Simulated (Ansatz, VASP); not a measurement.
# AlIn7N8: VASP beside Ansatz

```
Al In N
1.0
     0.00000    0.00000   -5.61828
    -6.96310    0.00000    0.00000
     3.48155    6.03022    0.00000
Al In N
1 7 8
Direct
  0.00158 0.66667 0.33333
  0.00283 0.16561 0.33123
  0.00283 0.66877 0.83439
  0.00283 0.16561 0.83439
  0.50128 0.34236 0.17118
  0.50128 0.82882 0.17118
  0.50282 0.33333 0.66667
  0.50128 0.82882 0.65764
  0.66166 0.66667 0.33333
  0.61957 0.16508 0.33017
  0.61957 0.66983 0.83492
  0.61957 0.16508 0.83492
  0.11376 0.36233 0.18117
  0.11376 0.81883 0.18117
  0.12162 0.33333 0.66667
  0.11376 0.81883 0.63767
```

Alike in both runs: functional PBEsol; k mesh 4 × 3 × 3; occupations gaussian, width 0.1 eV; no spin polarisation.

Ansatz relaxed the structure, and its values are those at the end. VASP's run is a single point on that final structure, the one shown.

```csv
,VASP,Ansatz
version,VASP 6.6.1,Ansatz 0.2.0
potentials or method,"VASP PAW PBE potentials, release 64 (Al, In_d, N), cutoff 520 eV","scalar-relativistic, plane waves, PAW"
valence electrons in the cell,134,134
```

```tsv
	VASP	Ansatz	Ansatz less VASP
gap on the k mesh at the Fermi level (eV)	0.11	0.11	+0.004
least direct gap on the mesh (eV)	0.11	0.11	+0.004
pressure (GPa)	0.2	0.0	-0.17
rms of the force components (eV/Å)	0.014	0.009	-0.0043
```

VASP's potentials were made for PBE, not for PBEsol. The functional is the same, so the differences come from potentials, cutoffs and numerics.
